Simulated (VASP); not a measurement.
Input of a VASP 6.6.1 run:

INCAR

```
SYSTEM = H3CCl
  ALGO = Normal
  EDIFF = 1E-6
  ENCUT = 520
  GGA = PE
  ISIF = 2
  ISMEAR = -1
  IVDW = 12
  LASPH = .True.
  LCHARG = .False.
  LREAL = Auto
  LWAVE = .False.
  NBANDS = 63
  NELM = 60
  PREC = Accurate
  SIGMA = 0.02
```

KPOINTS

```
k-points
0
Gamma
  1 1 1
  0 0 0
```

Contents of POSCAR:

```
H3CCl
1.0
    7.9200370000      0.0000000000      0.0000000000
    0.0000000000      7.9200370000      0.0000000000
    0.0000000000      0.0000000000      7.9200370000
C Cl H
6 6 18
Direct
    0.5279829176      0.9463550413      0.5769103951
    0.0608094764      0.5226751788      0.3914417042
    0.9210020915      0.2388796677      0.7712721684
    0.6165835533      0.7792748135      0.0347953410
    0.5058577556      0.2629316174      0.1253320048
    0.0962825466      1.0040305616      0.3789792402
    0.4646702595      0.7592928628      0.4668634122
   -0.1397378548      0.6109149306      0.4514618882
    1.1337720248      0.2870840322      0.8378309072
    0.4343892004      0.6945160746     -0.0692424257
    0.4555773005      0.3313384471      0.3360021324
   -0.0880246769      1.0845317537      0.2728073482
    0.6192959829      0.9091920376      0.6732645760
    0.5850022310      1.0329771803      0.4861149310
    0.4164944277      1.0030620206      0.6353323782
    0.1143330610      0.6006396803      0.2907802306
    0.1437280359      0.5233150865      0.5017594846
    0.0387372925      0.3943073078      0.3457948966
    0.9230311953      0.1196355652      0.7013108185
    0.8422472340      0.2271026129      0.8849581514
    0.8766371619      0.3416561299      0.6902594184
    0.6292878606      0.9119594234     -0.0016081047
    0.5981046684      0.7679149818      0.1711454779
    0.7276576673      0.7079689024     -0.0060670281
    0.4950823530      0.3720507357      0.0409276580
    0.6355771363      0.2145841553      0.1272196538
    0.4162142612      0.1642426042      0.0889448441
    0.0544926703      0.9116637912      0.4733863309
    0.1770369914      0.9422968443      0.2850907217
    0.1622395745      1.1106862593      0.4378027449
```

Potentials or basis: VASP PAW PBE potentials, release 64 (C, Cl, H).

Launch:

```bash
$ cat potpaw_PBE.64/C/POTCAR potpaw_PBE.64/Cl/POTCAR potpaw_PBE.64/H/POTCAR > POTCAR
$ mpirun -np 1 vasp_gam > vasp.out
```

Question: Predict the dispersion energy per atom.

Answer: -0.049 eV.

Question: What does it give for the largest force?

Answer: 0.332 eV/Å.

Stress tensor (GPa, compression positive):
```
-0.60 -0.07 -0.04
-0.07 -0.24 -0.14
-0.04 -0.14 -0.50
```

Caveat: the k points lie up to 0.79 Å⁻¹ apart.
